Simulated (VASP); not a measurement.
Input of a VASP 6.6.1 run:

The input INCAR:

```
PREC     = Accurate       # precision mode
ENCUT    = 600            # plane-wave cutoff, eV
EDIFF    = 1E-7           # SCF threshold, eV
ISMEAR   = 0              # smearing method
SIGMA    = 0.05           # smearing width, eV
LREAL    = F              # projectors in reciprocal space
LASPH    = T              # aspherical terms in the spheres
NELM     = 80             # most SCF steps
ALGO     = Normal         # electronic algorithm
ISIF     = 4              # what is computed and relaxed
LWAVE    = F              # write WAVECAR
LCHARG   = F              # write CHGCAR
GGA      = PE             # functional
IBRION   = 2              # ionic algorithm
NSW      = 60             # ionic steps
EDIFFG   = -0.01          # ionic threshold
```

KPOINTS

```
regular mesh
0
Gamma
  10 10 8
```

The input POSCAR:

```
ReP
1.0
    3.8065540008      0.0000000000      0.0000000000
   -1.9032770004      3.2965724656      0.0000000000
    0.0000000000      0.0000000000      5.1239294363
Re P
2 2
Direct
    0.0000000000      0.0000000000      0.0000000000
    0.0000000000      0.0000000000      0.5000000000
    0.3333333333      0.6666666667      0.2500000000
    0.6666666667      0.3333333333      0.7500000000
```

Potentials or basis: VASP PAW PBE potentials, release 64 (Re, P).

Command:

```console
$ cat potpaw_PBE.64/Re/POTCAR potpaw_PBE.64/P/POTCAR > POTCAR
$ mpirun -np 1 vasp_std > vasp.out
```

Predict the band gap on the k mesh.

zero (bands 12 and 13 overlap by 1.08 eV).

Step by step:
```tsv
step	energy change (eV)	largest force (eV/Å)	pressure (GPa)	volume (Å³)
1	0.0000	0.0000	-7.73	64.30
2	-0.0023	0.0000	-7.25	64.30
3	-0.0023	0.0000	-7.32	64.30
```

Caveat: spin-orbit coupling is left out, which moves the levels of the heavy elements.
